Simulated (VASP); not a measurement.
# Ge (P6_3/mmc) in VASP: a series of runs

Runs on Ge. Level: r2SCAN. Tasks: single point.

Program: VASP 6.6.1. These are calculated values, not measurements. Logs are shortened: lines on timing, memory, paths and dates and some standing lists are left out, and cuts for length are marked.

## 1. The cell of the first run

It takes space group P6_3/mmc (No. 194, hexagonal). The conventional cell has a = 3.876 Å, b = 3.876 Å, c = 6.801 Å, α = 90.00°, β = 90.00°, γ = 120.00°. Ge (site symmetry 3m) has 4 Ge at 2.40 to 2.54 Å within 3.2 Å.

This isn't the form of Ge at room conditions, which is diamond.

## 2. Single point, r2SCAN (strain -0.030 along x and y, +0.030 along z)

POSCAR

```
Ge
1.0
    3.8757792404      0.0000000000      0.0000000000
   -1.9378896202      3.3565232816      0.0000000000
    0.0000000000      0.0000000000      6.8007922874
Ge
4
Direct
    0.6666666667      0.3333333333      0.0629814339
    0.3333333333      0.6666666667      0.5629814339
    0.6666666667      0.3333333333      0.4370185661
    0.3333333333      0.6666666667      0.9370185661
```

INCAR.step1

```
SYSTEM = Ge
ALGO     = Normal         ! electronic algorithm
EDIFF    = 1E-4           ! SCF threshold, eV
ENCUT    = 520            ! plane-wave cutoff, eV
GGA      = PE             ! functional
ISMEAR   = 0              ! smearing method
LASPH    = .True.         ! aspherical terms in the spheres
LCHARG   = .False.        ! write CHGCAR
LREAL    = .False.        ! projectors in reciprocal space
LWAVE    = .True.         ! write WAVECAR
NBANDS   = 36             ! bands
NELM     = 100            ! most SCF steps
PREC     = Accurate       ! precision mode
SIGMA    = 0.03           ! smearing width, eV
```

INCAR.step2

```
SYSTEM = Ge
ALGO     = Normal         ! electronic algorithm
EDIFF    = 1E-7           ! SCF threshold, eV
ENCUT    = 520            ! plane-wave cutoff, eV
ISIF     = 2              ! what is computed and relaxed
ISMEAR   = 0              ! smearing method
ISTART   = 1            
LASPH    = .True.         ! aspherical terms in the spheres
LCHARG   = .True.         ! write CHGCAR
LELF     = .True.         ! ELF
LMIXTAU  = .True.       
LREAL    = .False.        ! projectors in reciprocal space
LVHAR    = .True.       
LWAVE    = .False.        ! write WAVECAR
METAGGA  = R2SCAN         ! meta-GGA
NBANDS   = 36             ! bands
NELM     = 100            ! most SCF steps
PREC     = Accurate       ! precision mode
SIGMA    = 0.03           ! smearing width, eV
```

KPOINTS

```
k-points
0
Gamma
  12 12 6
  0 0 0
```

Potentials or basis: VASP PAW PBE potentials, release 64 (Ge_d).

The run is started by

```
> cat potpaw_PBE.64/Ge_d/POTCAR > POTCAR
> cp INCAR.step1 INCAR
> mpirun -np 1 vasp_std > vasp.out
> cp INCAR.step2 INCAR
> mpirun -np 1 vasp_std > vasp.out
```

OUTCAR:

```text
SYSTEM = Ge
   EDIFF = 1E-7
   ENCUT = 520
   ISIF = 2
   ISMEAR = 0
   ISTART = 1
   LASPH = .True.
   LREAL = .False.
   METAGGA = R2SCAN
   NELM = 100
   PREC = Accurate

 ion  position               nearest neighbor table
   1  0.667  0.333  0.063-   4 2.40   4 2.40   4 2.40   3 2.54
   2  0.333  0.667  0.563-   3 2.40   3 2.40   3 2.40   4 2.54
   3  0.667  0.333  0.437-   2 2.40   2 2.40   2 2.40   1 2.54
   4  0.333  0.667  0.937-   1 2.40   1 2.40   1 2.40   2 2.54

  LATTYP: Found a hexagonal cell.
 ALAT       =     3.8757792404
 C/A-ratio  =     1.7546903127

  Lattice vectors:

 A1 = (   3.8757792404,   0.0000000000,   0.0000000000)
 A2 = (  -1.9378896202,   3.3565232816,   0.0000000000)
 A3 = (   0.0000000000,   0.0000000000,   6.8007922874)

Analysis of symmetry for initial positions (statically):
=====================================================================
 Subroutine PRICEL returns:
 Original cell was already a primitive cell.

 Routine SETGRP: Setting up the symmetry group for a
 hexagonal supercell.

 Subroutine GETGRP returns: Found 24 space group operations
 (whereof 12 operations were pure point group operations)
 out of a pool of 24 trial point group operations.

The static configuration has the point symmetry D_3d.
 The point group associated with its full space group is D_6h.

Analysis of symmetry for dynamics (positions and initial velocities):
=====================================================================
 Subroutine PRICEL returns:
 Original cell was already a primitive cell.

 Routine SETGRP: Setting up the symmetry group for a
 hexagonal supercell.

 Subroutine GETGRP returns: Found 24 space group operations
 (whereof 12 operations were pure point group operations)
 out of a pool of 24 trial point group operations.

The dynamic configuration has the point symmetry D_3d.
 The point group associated with its full space group is D_6h.

 Subroutine INISYM returns: Found 24 space group operations
 (whereof 12 operations are pure point group operations),
 and found     1 'primitive' translations

----------------------------------------------------------------------------------------

                                     Primitive cell

  volume of cell :      88.4725

  direct lattice vectors                    reciprocal lattice vectors
     3.875779240  0.000000000  0.000000000     0.258012631  0.148963662  0.000000000
    -1.937889620  3.356523282  0.000000000     0.000000000  0.297927324  0.000000000
     0.000000000  0.000000000  6.800792287     0.000000000  0.000000000  0.147041691

  length of vectors
     3.875779240  3.875779240  6.800792287     0.297927324  0.297927324  0.147041691

  position of ions in fractional coordinates (direct lattice)
     0.666666667  0.333333333  0.062981434
     0.333333333  0.666666667  0.562981434
     0.666666667  0.333333333  0.437018566
     0.333333333  0.666666667  0.937018566

  ion indices of the primitive-cell ions
   primitive index   ion index
                 1           1
                 2           2
                 3           3
                 4           4

----------------------------------------------------------------------------------------

 KPOINTS: k-points

Automatic generation of k-mesh.
 Grid dimensions read from file:
 generate k-points for:   12   12    6

 Generating k-lattice:

  Cartesian coordinates                     Fractional coordinates (reciprocal lattice)
     0.021501053  0.012413639  0.000000000     0.083333333 -0.000000000  0.000000000
     0.000000000  0.024827277  0.000000000     0.000000000  0.083333333  0.000000000
     0.000000000  0.000000000  0.024506949     0.000000000  0.000000000  0.166666667

  Length of vectors
     0.024827277  0.024827277  0.024506949

  Shift w.r.t. Gamma in fractional coordinates (k-lattice)
     0.000000000  0.000000000  0.000000000

 Subroutine IBZKPT returns following result:
 ===========================================

 Found     76 irreducible k-points:

 Following reciprocal coordinates:
            Coordinates               Weight
  0.000000  0.000000  0.000000      1.000000
  0.083333  0.000000  0.000000      6.000000
  0.166667  0.000000  0.000000      6.000000
  0.250000 -0.000000  0.000000      6.000000
  0.333333  0.000000  0.000000      6.000000
  0.416667 -0.000000  0.000000      6.000000
[... 16 lines left out ...]
  0.250000 -0.000000  0.166667     12.000000
  0.333333  0.000000  0.166667     12.000000
 [... further k-points ...]
   k-points           NKPTS =     76   k-points in BZ     NKDIM =     76   number of bands    NBANDS=     36
   number of dos      NEDOS =    301   number of ions     NIONS =      4
   total plane-waves  NPLWV =  48600
   dimension x,y,z NGX =    30 NGY =   30 NGZ =   54
   dimension x,y,z NGXF=    60 NGYF=   60 NGZF=  108
   ions per type =               4
   NGX,Y,Z   is equivalent  to a cutoff of  12.87, 12.87, 13.20 a.u.
   NGXF,Y,Z  is equivalent  to a cutoff of  25.74, 25.74, 26.40 a.u.
 SYSTEM =  Ge
   PREC   = accura    normal or accurate (medium, high low for compatibility)
   ISTART =      1    job   : 0-new  1-cont  2-samecut
   ICHARG =      0    charge: 1-file 2-atom 10-const
   ISPIN  =      1    spin polarized calculation?
   LNONCOLLINEAR =      F non collinear calculations
   LSORBIT =      F    spin-orbit coupling
   LASPH  =      T    aspherical Exc in radial PAW
   ENCUT  =  520.0 eV  38.22 Ry    6.18 a.u.   7.21  7.21 12.64*2*pi/ulx,y,z
   NELM   =    100;   NELMIN=  2; NELMDL=  0     # of ELM steps
   EDIFF  = 0.1E-06   stopping-criterion for ELM
   LREAL  =      F    real-space projection
   EDIFFG = 0.1E-05   stopping-criterion for IOM
   NSW    =      0    number of steps for IOM
   IBRION =     -1    ionic relax: 0-MD 1-quasi-New 2-CG
   NFREE  =      0    steps in history (QN), initial steepest desc. (CG)
   ISIF   =      2    stress and relaxation
   ISYM   =      2    0-nonsym 1-usesym 2-fastsym
   POTIM  = 0.5000    time-step for ionic-motion
   TEBEG  =    0.0;   TEEND  =   0.0 temperature during run
   PSTRESS=    0.0 pullay stress
   NELECT =      56.0000    total number of electrons
   NUPDOWN=      -1.0000    fix difference up-down
   EMIN   =  10.00;   EMAX   =-10.00  energy-range for DOS
   EFERMI =   0.00;   METHOD = LEGACY
   ISMEAR =     0;   SIGMA  =   0.03  broadening in eV -4-tet -1-fermi 0-gaus
   EFERMI_NEDOS =   21; number of points for ismear=-14 and -15
   IALGO  =     38    algorithm
   IMIX   =      4    mixing-type and parameters
     AMIX     =   0.40;   BMIX     =  1.00
     AMIX_MAG =   1.60;   BMIX_MAG =  1.00
  volume/ion in A,a.u.               =      22.12       149.26
  Fermi-wavevector in a.u.,A,eV,Ry     =   1.405621  2.656238 26.881972  1.975769
  Thomas-Fermi vector in A             =   2.528063
   LORBIT       =      0    0 simple, 1 ext, 2 COOP (PROOUT), +10 PAW based schemes
   METAGGA = R2SCAN    functional components
   LHFCALC =     F    Hartree Fock is set to
   AEXX    =    0.0000 exact exchange contribution
   IVDW    =     0    specifies the selected vdW correction
   LEPSILON=     F    determine dielectric tensor
   LRPA    =     F    only Hartree local field effects (RPA)
 non-spin polarized calculation
 Gauss-broadening in eV      SIGMA  =   0.03
  energy-cutoff  :      520.00
  volume of cell :       88.47
 maximum number of plane-waves:      2403
 NGX is ok and might be reduce to    30
   NGX = 15   NGY = 15   NGZ = 25

 number of electron      55.9999936 magnetization

 Free energy of the ion-electron system (eV)
  ---------------------------------------------------
  ext. energy  EPLUGINS =         0.00000000
  ---------------------------------------------------
  free energy    TOTEN  =       -55.26488126 eV

  energy without entropy =      -55.26484726  energy(sigma->0) =      -55.26486426

 E-fermi :   5.2664     XC(G=0): -10.9389

 val. band max:        5.2410291147   @ k =   0.0000   0.0000   0.0000
 cond. band min:       5.2820921795   @ k =   0.0000   0.0000   0.0000
 fundamental gap:      0.0410630648
 Fermi energy:         5.2664337922

 k-point     1 :       0.0000    0.0000    0.0000
  band No.  band energies     occupation
      1     -20.5627      2.00000
      2     -20.5627      2.00000
      3     -20.5302      2.00000
      4     -20.5302      2.00000
      5     -20.4732      2.00000
      6     -20.4732      2.00000
[... 28 lines left out ...]
     35       9.9801      0.00000
     36      12.0996      0.00000

 k-point     2 :       0.0833    0.0000    0.0000
  band No.  band energies     occupation
      1     -20.5649      2.00000
      2     -20.5640      2.00000
      3     -20.5324      2.00000
      4     -20.5297      2.00000
      5     -20.4800      2.00000
      6     -20.4683      2.00000
[... 28 lines left out ...]
     35      10.3383      0.00000
     36      12.3411      0.00000

 k-point     3 :       0.1667    0.0000    0.0000
  band No.  band energies     occupation
      1     -20.5684      2.00000
      2     -20.5668      2.00000
      3     -20.5371      2.00000
      4     -20.5270      2.00000
      5     -20.4909      2.00000
      6     -20.4557      2.00000
[... 28 lines left out ...]
     35      11.2586      0.00000
     36      11.3885      0.00000
[... 742 lines left out ...]
 k-point    23 :       0.2500   -0.0000    0.1667
  band No.  band energies     occupation
      1     -20.5674      2.00000
      2     -20.5658      2.00000
      3     -20.5438      2.00000
      4     -20.5241      2.00000
      5     -20.4983      2.00000
      6     -20.4507      2.00000
[... 28 lines left out ...]
     35      12.0163      0.00000
     36      12.2454      0.00000

 k-point    24 :       0.3333    0.0000    0.1667
  band No.  band energies     occupation
      1     -20.5683      2.00000
      2     -20.5608      2.00000
      3     -20.5465      2.00000
      4     -20.5156      2.00000
      5     -20.5055      2.00000
      6     -20.4518      2.00000
[... 28 lines left out ...]
     35      13.2097      0.00000
     36      13.3950      0.00000

 [... further k-points ...]

------------------------ aborting loop because EDIFF is reached ----------------------------------------

  FORCE on cell =-STRESS in cart. coord.  units (eV):
  Direction    XX          YY          ZZ          XY          YZ          ZX
  --------------------------------------------------------------------------------------
  -------------------------------------------------------------------------------------
  Total        3.7648392      3.7648392     -2.5816510      0.0000000      0.0000000     -0.0000000
  in kB       68.1787144     68.1787144    -46.7519694      0.0000000      0.0000000     -0.0000000
  external PRESSURE =      29.8684864 kB  Pullay stress =       0.0000000 kB

 VOLUME and BASIS-vectors are now :
 -----------------------------------------------------------------------------
  energy-cutoff  :      520.00
  volume of cell :       88.47
      direct lattice vectors                 reciprocal lattice vectors
     3.875779240  0.000000000  0.000000000     0.258012631  0.148963662  0.000000000
    -1.937889620  3.356523282  0.000000000     0.000000000  0.297927324  0.000000000
     0.000000000  0.000000000  6.800792287     0.000000000  0.000000000  0.147041691

 POSITION                                       TOTAL-FORCE (eV/Angst)
 -----------------------------------------------------------------------------------
      1.93789      1.11884      0.42832         0.000000     -0.000000      0.516432
     -0.00000      2.23768      3.82872        -0.000000      0.000000      0.516432
      1.93789      1.11884      2.97207         0.000000     -0.000000     -0.516432
     -0.00000      2.23768      6.37247        -0.000000      0.000000     -0.516432
 -----------------------------------------------------------------------------------
    total drift:                                0.000000     -0.000000      0.000000

  FREE ENERGIE OF THE ION-ELECTRON SYSTEM (eV)
  ---------------------------------------------------
  free  energy   TOTEN  =       -55.2648812577 eV

  energy  without entropy=      -55.2648472642  energy(sigma->0) =      -55.26486426
```

Run time: 28 min. Hardware: 1 thread of Intel Xeon Platinum 8259CL at 2.50GHz (Skylake/Cascade Lake), shared host; peak memory 0.33 GiB.

Results:

```yaml
Free_energy: -55.2649 eV
Pressure: 3.0 GPa
Largest_force: 0.516 eV/Å
Band_gap_on_the_k_mesh: 0.04 eV
```

Forces in eV/Å, atoms in the order of the input:
```
Ge   0.000  0.000  0.516
Ge   0.000  0.000  0.516
Ge   0.000  0.000 -0.516
Ge   0.000  0.000 -0.516
```

Stress tensor (GPa, compression positive):
```
 6.82  0.00  0.00
 0.00  6.82  0.00
 0.00  0.00 -4.68
```

Levels at points of the mesh, in eV from the valence-band top:
```
           k point  band 25  band 26  band 27  band 28  band 29  band 30  band 31  band 32
(0.00, 0.00, 0.00)    -1.43    -0.45     0.00     0.00     0.04     0.78     2.61     2.63
(0.50, 0.00, 0.00)    -4.97    -3.27    -3.07    -1.83     0.87     1.67     3.53     3.79
(0.00, 0.00, 0.50)    -0.85    -0.85    -0.85    -0.85     1.43     1.43     3.66     3.66
(0.50, 0.00, 0.50)    -3.05    -3.05    -2.67    -2.67     0.51     0.51     2.13     2.13
```

Caveat: the cell differs from its parent crystal (strain -0.030 along x and y, +0.030 along z); the stress differs along the axes, from -5 to 7 GPa; semilocal functionals underestimate gaps, and a narrow one can read as zero; the PAW data sets were made with another functional, which shifts forces and pressure a little.

(Part 1 of 2 ends here.)

The gap in the log of VASP goes by the Fermi energy; the results here count the filled bands.